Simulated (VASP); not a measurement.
A run of VASP 6.6.1 is set up as follows.

Contents of INCAR:

```
PREC = Accurate
ENCUT = 520
EDIFF = 1E-6
ISMEAR = -1
SIGMA = 0.1
LREAL = F
LASPH = T
NELM = 80
ALGO = Normal
ISIF = 2
LWAVE = F
LCHARG = F
GGA = RP
NBANDS = 21
```

The input KPOINTS:

```
Automatic mesh
0
Gamma
  11 11 6
```

Contents of POSCAR:

```
Pb
1.0
    3.5038051628      0.0000000000      0.0000000000
   -1.7519025814      3.0343842809      0.0000000000
    0.0000000000      0.0000000000      5.7440319167
Pb
2
Direct
    0.3333333333      0.6666666667      0.2500000000
    0.6666666667      0.3333333333      0.7500000000
```

Potentials or basis: VASP PAW PBE potentials, release 64 (Pb_d).

Launch:

```bash
$ cat potpaw_PBE.64/Pb_d/POTCAR > POTCAR
$ mpirun -np 1 vasp_std > vasp.out
```

Predict the band gap on the k mesh.

zero (band 14 reaches 13.03 eV, above the bottom of band 15 at 5.73 eV).

What does it give for the pressure?

3.2 GPa.

Stress tensor (GPa, compression positive):
```
3.13 0.00 0.00
0.00 3.13 0.00
0.00 0.00 3.40
```

Caveat: the PAW data sets were made with another functional, which shifts forces and pressure a little; spin-orbit coupling is left out, which moves the levels of the heavy elements.
